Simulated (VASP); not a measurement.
Write the native input for VASP 6.6.1 that does the following.

```yaml
Task: single point
Functional: PBEsol
Potentials_or_basis: VASP PAW PBE potentials, release 64 (Ta_pv, N)
Cutoff: 520 eV
k_mesh: 15 × 15 × 8
Occupations: gaussian, width 0.15 eV
Spin: no spin polarisation
Dipole_correction: no
Further_INCAR_settings: ALGO = Normal; EDIFF = 1e-06; NBANDS = 24
```

The structure of TaN lies in POSCAR:

```
TaN
1.0
    2.8891806446      0.0000000000      0.0000000000
   -1.4445903223      2.5021038344      0.0000000000
    0.0000000000      0.0000000000      5.8600190937
Ta N
2 2
Direct
   -0.0517015337     -0.0378481495      0.0000000000
    0.0517015337      0.0378481495      0.5000000000
    0.3333333333      0.6666666667      0.2500000000
    0.6666666667      0.3333333333      0.7500000000
```

This cell differs from its parent crystal: mode 4 frozen in at -0.095 Å and mode 5 at -0.095 Å (largest displacements).

These files were run (other wordings do the same):

INCAR

```
SYSTEM = TaN
  PREC = Accurate
  ENCUT = 520
  EDIFF = 1E-6
  ISMEAR = 0
  SIGMA = 0.15
  LREAL = .FALSE.
  LASPH = .TRUE.
  NELM = 80
  ALGO = Normal
  ISIF = 2
  LWAVE = .FALSE.
  LCHARG = .TRUE.
  GGA = PS
  LELF = .TRUE.
  LVHAR = .TRUE.
  NBANDS = 24
```

KPOINTS

```
Automatic mesh
0
G
  15 15 8
  0 0 0
```

Potentials or basis: VASP PAW PBE potentials, release 64 (Ta_pv, N).

Command:

```console
$ cat potpaw_PBE.64/Ta_pv/POTCAR potpaw_PBE.64/N/POTCAR > POTCAR
$ mpirun -np 1 vasp_std > vasp.out
```

It gave:

```
Pressure               : 4.0 GPa
Largest force          : 1.910 eV/Å
Band gap on the k mesh : zero (band 16 reaches 8.74 eV, above the bottom of band 17 at 7.89 eV)
```

Caveat: the cell differs from its parent crystal (mode 4 frozen in at -0.095 Å and mode 5 at -0.095 Å (largest displacements)); the PAW data sets were made with another functional, which shifts forces and pressure a little; spin-orbit coupling is left out, which moves the levels of the heavy elements.

It took 12 min on 1 thread of Intel(R) Xeon(R) Platinum 8259CL CPU @ 2.50GHz (Skylake/Cascade Lake) (shared host), peak memory 0.57 GiB.
